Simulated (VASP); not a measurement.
A run of VASP 6.6.1 is set up as follows.

INCAR

```
SYSTEM = AgCl
ALGO = Normal
EDIFF = 1E-6
ENCUT = 500
GGA = PE
GGA_COMPAT = .False.
ISIF = 2
ISMEAR = 0
LASPH = .True.
LCHARG = .False.
LREAL = .False.
LWAVE = .False.
NBANDS = 16
NELM = 120
PREC = Accurate
SIGMA = 0.1
```

The input KPOINTS:

```
k-points
0
Gamma
  1 1 1
  0 0 0
```

POSCAR

```
AgCl
1.0
    3.4339730000      0.0000000000      0.0000000000
    0.0000000000      3.4339730000      0.0000000000
    0.0000000000      0.0000000000      3.4339730000
Ag Cl
1 1
Direct
    0.0000000000      0.0000000000      0.0145603940
    0.5000000000      0.5000000000      0.5000000000
```

Potentials or basis: VASP PAW PBE potentials, release 64 (Ag, Cl).

The run is started by

```bash
$ cat potpaw_PBE.64/Ag/POTCAR potpaw_PBE.64/Cl/POTCAR > POTCAR
$ mpirun -np 1 vasp_gam > vasp.out
```

Problem. What does it give for the largest force?

Solution. 0.172 eV/Å.

Problem. Estimate the pressure.

Solution. 3.2 GPa.

Forces in eV/Å, atoms in the order of the input:
```
Ag   0.000  0.000 -0.172
Cl   0.000  0.000  0.172
```

Caveat: the k points lie up to 1.83 Å⁻¹ apart, too coarse for converged energies, forces and pressures.
